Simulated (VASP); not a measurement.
# KCl (P4/mmm) in VASP: notebook

KCl is run at these levels: PBE; tasks: single point.

All numbers are computed with VASP 6.6.1; they aren't measurements. Logs are shortened: lines on timing, memory, paths and dates and some standing lists are left out, and cuts for length are marked.

### Step 1. The cell of the first run

It takes space group P4/mmm (No. 123, tetragonal). The conventional cell has a = 3.897 Å, b = 3.897 Å, c = 3.782 Å, α = 90.00°, β = 90.00°, γ = 90.00°. K (site symmetry 4/mmm) has 8 Cl at 3.34 Å and 6 K at 3.78 to 3.90 Å within 4.4 Å. Cl (site symmetry 4/mmm) has 8 K at 3.34 Å and 6 Cl at 3.78 to 3.90 Å within 4.4 Å.

### Step 2. Single point, PBE (strain +0.015 along x and y, -0.015 along z)

Contents of INCAR:

```
ALGO = Normal
EDIFF = 1E-7
ENCUT = 520
GGA = PE
ISIF = 2
ISMEAR = 0
LASPH = True
LCHARG = False
LREAL = False
LWAVE = False
NBANDS = 15
NELM = 80
PREC = Accurate
SIGMA = 0.05
```

Contents of KPOINTS:

```
k-points
0
Gamma
  6 6 6
```

Contents of POSCAR:

```
KCl
1.0
    3.8967839400      0.0000000000      0.0000000000
    0.0000000000      3.8967839400      0.0000000000
    0.0000000000      0.0000000000      3.7816080600
K Cl
1 1
Direct
    0.0000000000      0.0000000000      0.0000000000
    0.5000000000      0.5000000000      0.5000000000
```

Potentials or basis: VASP PAW PBE potentials, release 64 (K_sv, Cl).

On the command line:

```console
$ cat potpaw_PBE.64/K_sv/POTCAR potpaw_PBE.64/Cl/POTCAR > POTCAR
$ mpirun -np 1 vasp_std > vasp.out
```

OUTCAR:

```text
EDIFF = 1E-7
   ENCUT = 520
   GGA = PE
   ISIF = 2
   ISMEAR = 0
   LASPH = True
   LREAL = False
   NELM = 80
   PREC = Accurate

 ion  position               nearest neighbor table
   1  0.000  0.000  0.000-
   2  0.500  0.500  0.500-

  LATTYP: Found a simple tetragonal cell.
 ALAT       =     3.8967839400
 C/A-ratio  =     0.9704433498

  Lattice vectors:

 A1 = (   3.8967839400,   0.0000000000,   0.0000000000)
 A2 = (   0.0000000000,   3.8967839400,   0.0000000000)
 A3 = (   0.0000000000,   0.0000000000,   3.7816080600)

Analysis of symmetry for initial positions (statically):
=====================================================================
 Subroutine PRICEL returns:
 Original cell was already a primitive cell.

 Routine SETGRP: Setting up the symmetry group for a
 simple tetragonal supercell.

 Subroutine GETGRP returns: Found 16 space group operations
 (whereof 16 operations were pure point group operations)
 out of a pool of 16 trial point group operations.

The static configuration has the point symmetry D_4h.

Analysis of symmetry for dynamics (positions and initial velocities):
=====================================================================
 Subroutine PRICEL returns:
 Original cell was already a primitive cell.

 Routine SETGRP: Setting up the symmetry group for a
 simple tetragonal supercell.

 Subroutine GETGRP returns: Found 16 space group operations
 (whereof 16 operations were pure point group operations)
 out of a pool of 16 trial point group operations.

The dynamic configuration has the point symmetry D_4h.

 Subroutine INISYM returns: Found 16 space group operations
 (whereof 16 operations are pure point group operations),
 and found     1 'primitive' translations

----------------------------------------------------------------------------------------

                                     Primitive cell

  volume of cell :      57.4234

  direct lattice vectors                    reciprocal lattice vectors
     3.896783940  0.000000000  0.000000000     0.256621875  0.000000000  0.000000000
     0.000000000  3.896783940  0.000000000     0.000000000  0.256621875  0.000000000
     0.000000000  0.000000000  3.781608060     0.000000000  0.000000000  0.264437769

  length of vectors
     3.896783940  3.896783940  3.781608060     0.256621875  0.256621875  0.264437769

  position of ions in fractional coordinates (direct lattice)
     0.000000000  0.000000000  0.000000000
     0.500000000  0.500000000  0.500000000

  ion indices of the primitive-cell ions
   primitive index   ion index
                 1           1
                 2           2

----------------------------------------------------------------------------------------

 KPOINTS: k-points

Automatic generation of k-mesh.
 Grid dimensions read from file:
 generate k-points for:    6    6    6

 Generating k-lattice:

  Cartesian coordinates                     Fractional coordinates (reciprocal lattice)
     0.042770312  0.000000000  0.000000000     0.166666667  0.000000000  0.000000000
     0.000000000  0.042770312  0.000000000     0.000000000  0.166666667  0.000000000
     0.000000000  0.000000000  0.044072962     0.000000000  0.000000000  0.166666667

  Length of vectors
     0.042770312  0.042770312  0.044072962

  Shift w.r.t. Gamma in fractional coordinates (k-lattice)
     0.000000000  0.000000000  0.000000000

 Subroutine IBZKPT returns following result:
 ===========================================

 Found     40 irreducible k-points:

 Following reciprocal coordinates:
            Coordinates               Weight
  0.000000  0.000000  0.000000      1.000000
  0.166667  0.000000  0.000000      4.000000
  0.333333  0.000000  0.000000      4.000000
  0.500000  0.000000  0.000000      2.000000
  0.166667  0.166667  0.000000      4.000000
  0.333333  0.166667  0.000000      8.000000
[... 16 lines left out ...]
  0.333333  0.000000  0.333333      8.000000
  0.500000  0.000000  0.333333      4.000000
 [... further k-points ...]
   k-points           NKPTS =     40   k-points in BZ     NKDIM =     40   number of bands    NBANDS=     15
   number of dos      NEDOS =    301   number of ions     NIONS =      2
   total plane-waves  NPLWV =  25200
   dimension x,y,z NGX =    30 NGY =   30 NGZ =   28
   dimension x,y,z NGXF=    60 NGYF=   60 NGZF=   56
   ions per type =               1   1
   NGX,Y,Z   is equivalent  to a cutoff of  12.80, 12.80, 12.31 a.u.
   NGXF,Y,Z  is equivalent  to a cutoff of  25.60, 25.60, 24.62 a.u.
 SYSTEM =  unknown system
   PREC   = accura    normal or accurate (medium, high low for compatibility)
   ISTART =      0    job   : 0-new  1-cont  2-samecut
   ICHARG =      2    charge: 1-file 2-atom 10-const
   ISPIN  =      1    spin polarized calculation?
   LNONCOLLINEAR =      F non collinear calculations
   LSORBIT =      F    spin-orbit coupling
   LASPH  =      T    aspherical Exc in radial PAW
   ENCUT  =  520.0 eV  38.22 Ry    6.18 a.u.   7.25  7.25  7.03*2*pi/ulx,y,z
   NELM   =     80;   NELMIN=  2; NELMDL= -5     # of ELM steps
   EDIFF  = 0.1E-06   stopping-criterion for ELM
   LREAL  =      F    real-space projection
   EDIFFG = 0.1E-05   stopping-criterion for IOM
   NSW    =      0    number of steps for IOM
   IBRION =     -1    ionic relax: 0-MD 1-quasi-New 2-CG
   NFREE  =      0    steps in history (QN), initial steepest desc. (CG)
   ISIF   =      2    stress and relaxation
   ISYM   =      2    0-nonsym 1-usesym 2-fastsym
   POTIM  = 0.5000    time-step for ionic-motion
   TEBEG  =    0.0;   TEEND  =   0.0 temperature during run
   PSTRESS=    0.0 pullay stress
   NELECT =      16.0000    total number of electrons
   NUPDOWN=      -1.0000    fix difference up-down
   EMIN   =  10.00;   EMAX   =-10.00  energy-range for DOS
   EFERMI =   0.00;   METHOD = LEGACY
   ISMEAR =     0;   SIGMA  =   0.05  broadening in eV -4-tet -1-fermi 0-gaus
   EFERMI_NEDOS =   21; number of points for ismear=-14 and -15
   IALGO  =     38    algorithm
   IMIX   =      4    mixing-type and parameters
     AMIX     =   0.40;   BMIX     =  1.00
     AMIX_MAG =   1.60;   BMIX_MAG =  1.00
  volume/ion in A,a.u.               =      28.71       193.76
  Fermi-wavevector in a.u.,A,eV,Ry     =   1.069264  2.020617 15.555899  1.143326
  Thomas-Fermi vector in A             =   2.204938
   LORBIT       =      0    0 simple, 1 ext, 2 COOP (PROOUT), +10 PAW based schemes
   GGA     = PE    functional components
   LHFCALC =     F    Hartree Fock is set to
   AEXX    =    0.0000 exact exchange contribution
   IVDW    =     0    specifies the selected vdW correction
   LEPSILON=     F    determine dielectric tensor
   LRPA    =     F    only Hartree local field effects (RPA)
 non-spin polarized calculation
 Gauss-broadening in eV      SIGMA  =   0.05
  energy-cutoff  :      520.00
  volume of cell :       57.42
 maximum number of plane-waves:      1566
 NGX is ok and might be reduce to    30
   NGX = 15   NGY = 15   NGZ = 15

 number of electron      16.0000001 magnetization

 Free energy of the ion-electron system (eV)
  ---------------------------------------------------
  ext. energy  EPLUGINS =         0.00000000
  ---------------------------------------------------
  free energy    TOTEN  =        -6.65011489 eV

  energy without entropy =       -6.65011489  energy(sigma->0) =       -6.65011489

 E-fermi :  -0.4768     XC(G=0):  -8.0082

 val. band max:       -0.8123059356   @ k =   0.5000   0.5000   0.0000
 cond. band min:       3.8254234309   @ k =   0.0000   0.0000   0.0000
 fundamental gap:      4.6377293665
 Fermi energy:        -0.4768252822

 k-point     1 :       0.0000    0.0000    0.0000
  band No.  band energies     occupation
      1     -28.9986      2.00000
      2     -13.4404      2.00000
      3     -12.3907      2.00000
      4     -12.3907      2.00000
      5     -12.3788      2.00000
      6      -1.1519      2.00000
      7      -1.1519      2.00000
      8      -0.9926      2.00000
      9       3.8254      0.00000
     10       5.6164      0.00000
     11       5.7423      0.00000
     12       9.5602      0.00000
     13       9.7631      0.00000
     14       9.7631      0.00000
     15      12.5040      0.00000

 k-point     2 :       0.1667    0.0000    0.0000
  band No.  band energies     occupation
      1     -28.9946      2.00000
      2     -13.4875      2.00000
      3     -12.3839      2.00000
      4     -12.3726      2.00000
      5     -12.3495      2.00000
      6      -1.5981      2.00000
      7      -1.1563      2.00000
      8      -0.9932      2.00000
      9       4.4268      0.00000
     10       5.9220      0.00000
     11       6.1443      0.00000
     12       9.4986      0.00000
     13       9.6771      0.00000
     14       9.8797      0.00000
     15      11.6516      0.00000

 k-point     3 :       0.3333    0.0000    0.0000
  band No.  band energies     occupation
      1     -28.9867      2.00000
      2     -13.5792      2.00000
      3     -12.3703      2.00000
      4     -12.3602      2.00000
      5     -12.2653      2.00000
      6      -2.3116      2.00000
      7      -1.1659      2.00000
      8      -0.9951      2.00000
      9       5.6890      0.00000
     10       6.5081      0.00000
     11       7.0664      0.00000
     12       9.4820      0.00000
     13       9.5948      0.00000
     14      10.1056      0.00000
     15      10.1465      0.00000
[... 343 lines left out ...]
 k-point    23 :       0.3333    0.0000    0.3333
  band No.  band energies     occupation
      1     -28.9708      2.00000
      2     -13.3878      2.00000
      3     -12.5520      2.00000
      4     -12.3711      2.00000
      5     -12.3487      2.00000
      6      -2.0610      2.00000
      7      -1.8656      2.00000
      8      -1.0361      2.00000
      9       5.8884      0.00000
     10       6.4973      0.00000
     11       8.2787      0.00000
     12       8.5241      0.00000
     13       8.8271      0.00000
     14       9.0173      0.00000
     15      11.2039      0.00000

 k-point    24 :       0.5000    0.0000    0.3333
  band No.  band energies     occupation
      1     -28.9671      2.00000
      2     -13.3270      2.00000
      3     -12.5649      2.00000
      4     -12.4473      2.00000
      5     -12.3432      2.00000
      6      -2.1870      2.00000
      7      -1.8601      2.00000
      8      -1.0001      2.00000
      9       5.7219      0.00000
     10       6.4601      0.00000
     11       8.2129      0.00000
     12       8.3177      0.00000
     13       8.8332      0.00000
     14       9.9233      0.00000
     15      11.0469      0.00000

 [... further k-points ...]

------------------------ aborting loop because EDIFF is reached ----------------------------------------

  FORCE on cell =-STRESS in cart. coord.  units (eV):
  Direction    XX          YY          ZZ          XY          YZ          ZX
  --------------------------------------------------------------------------------------
  -------------------------------------------------------------------------------------
  Total       -0.2619803     -0.2619803      0.1937404      0.0000000     -0.0000000      0.0000000
  in kB       -7.3095394     -7.3095394      5.4055719      0.0000000     -0.0000000      0.0000000
  external PRESSURE =      -3.0711690 kB  Pullay stress =       0.0000000 kB

 VOLUME and BASIS-vectors are now :
 -----------------------------------------------------------------------------
  energy-cutoff  :      520.00
  volume of cell :       57.42
      direct lattice vectors                 reciprocal lattice vectors
     3.896783940  0.000000000  0.000000000     0.256621875  0.000000000  0.000000000
     0.000000000  3.896783940  0.000000000     0.000000000  0.256621875  0.000000000
     0.000000000  0.000000000  3.781608060     0.000000000  0.000000000  0.264437769

 POSITION                                       TOTAL-FORCE (eV/Angst)
 -----------------------------------------------------------------------------------
      0.00000      0.00000      0.00000         0.000000      0.000000      0.000000
      1.94839      1.94839      1.89080         0.000000      0.000000      0.000000
 -----------------------------------------------------------------------------------
    total drift:                                0.000000      0.000000     -0.000000

  FREE ENERGIE OF THE ION-ELECTRON SYSTEM (eV)
  ---------------------------------------------------
  free  energy   TOTEN  =        -6.6501148885 eV

  energy  without entropy=       -6.6501148885  energy(sigma->0) =       -6.65011489
```

Run time: 20 s. Hardware: 1 thread of Intel Xeon Platinum 8375C at 2.90GHz (Ice Lake), shared host; peak memory 0.18 GiB.

What came out:

| Property | Result |
| --- | --- |
| Free energy | -6.6501 eV |
| Pressure | -0.3 GPa |
| Band gap on the k mesh | 4.64 eV (least direct gap 4.82 eV) |

Stress tensor (GPa, compression positive):
```
-0.73  0.00  0.00
 0.00 -0.73  0.00
 0.00  0.00  0.54
```

Caveat: the cell differs from its parent crystal (strain +0.015 along x and y, -0.015 along z). A k mesh can miss the band edges.

(Part 1 of 2 ends here.)
